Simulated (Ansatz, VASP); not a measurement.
# LaLu2N3: VASP beside Ansatz

The input INCAR:

```
PREC = Accurate ; ENCUT = 520
EDIFF = 1E-7 ; ISMEAR = 0
SIGMA = 0.1 ; LREAL = False
LASPH = True ; NELM = 60
ALGO = Normal ; ISIF = 2
LWAVE = False ; LCHARG = False
GGA = PE ; NBANDS = 47
```

Contents of KPOINTS:

```
Automatic mesh
0
Gamma
  12 12 4
```

The input POSCAR:

```
LaLu2N3
1.0
    3.4827847110      0.0000000000      0.0000000000
   -1.7413923555      3.0161800356      0.0000000000
    0.0000000000      0.0000000000      8.6265336792
La Lu N
1 2 3
Direct
    0.0000000000      0.0000000000      0.0000000000
    0.6666666667      0.3333333333      0.6569186932
    0.3333333333      0.6666666667      0.3430813068
    0.0000000000      0.0000000000      0.5000000000
    0.6666666667      0.3333333333      0.1869286393
    0.3333333333      0.6666666667      0.8130713607
```

Input for Ansatz:

```yaml
crystal:
  lattice:
    - [3.482784711, 0.0, 0.0]
    - [-1.7413923555, 3.0161800356, 0.0]
    - [0.0, 0.0, 8.6265336792]
  atoms:
    - { symbol: La, position: [0.0, 0.0, 0.0] }
    - { symbol: Lu, position: [0.6666666667, 0.3333333333, 0.6569186932] }
    - { symbol: Lu, position: [0.3333333333, 0.6666666667, 0.3430813068] }
    - { symbol: "N", position: [0.0, 0.0, 0.5] }
    - { symbol: "N", position: [0.6666666667, 0.3333333333, 0.1869286393] }
    - { symbol: "N", position: [0.3333333333, 0.6666666667, 0.8130713607] }
basis:
  ecutwfc: 420
kpoints:
  mp_grid: { grid: [12, 12, 4] }
  band_path:
    path:
      - [[0.0, 0.0, 0.0], [0.5, 0.0, 0.0], [0.33333333, 0.33333333, 0.0], [0.0, 0.0, 0.0], [0.0, 0.0, 0.5], [0.5, 0.0, 0.5], [0.33333333, 0.33333333, 0.5], [0.0, 0.0, 0.5]]
      - [[0.5, 0.0, 0.5], [0.5, 0.0, 0.0]]
      - [[0.33333333, 0.33333333, 0.5], [0.33333333, 0.33333333, 0.0]]
    npoints: 14
hamiltonian:
  xc: pbe
scf:
  occupations: { method: gaussian, width: 0.1 }
  n_extra_bands: 15
output:
  forces: true
  stress: true
  eigenvalues: true
  populations: true
  dos: { projected: true, de: 0.02, nscf_kmesh: { grid: [15, 15, 5] } }
  bader: true
  write_density: true
  write_potential: true
  elf: true
  volumetric_format: npy
```

Alike in both runs: task single point; functional PBE; k mesh 12 × 12 × 4; occupations gaussian, width 0.1 eV; no spin polarisation.

|  | VASP | Ansatz |
| --- | --- | --- |
| version | VASP 6.6.1 | Ansatz 0.2.0 |
| potentials or method | VASP PAW PBE potentials, release 64 (La, Lu, N), cutoff 520 eV | scalar-relativistic, plane waves, PAW |
| valence electrons in the cell | 76 | 76 |

|  | VASP | Ansatz | Ansatz less VASP |
| --- | --- | --- | --- |
| gap on the k mesh at the Fermi level (eV) | none | none | - |
| pressure (GPa) | 0.4 | 0.0 | -0.39 |
| traceless stress, the component that is largest in VASP (GPa) | -0.07 | 0.00 | +0.067 |
| rms of the force components (eV/Å) | 0.020 | 0.000 | -0.0192 |

Atom by atom the forces differ by 0.020 eV/Å (rms over components). A gap of «none» marks a metal or a gap that the smearing closes.

Spin-orbit coupling is off throughout.
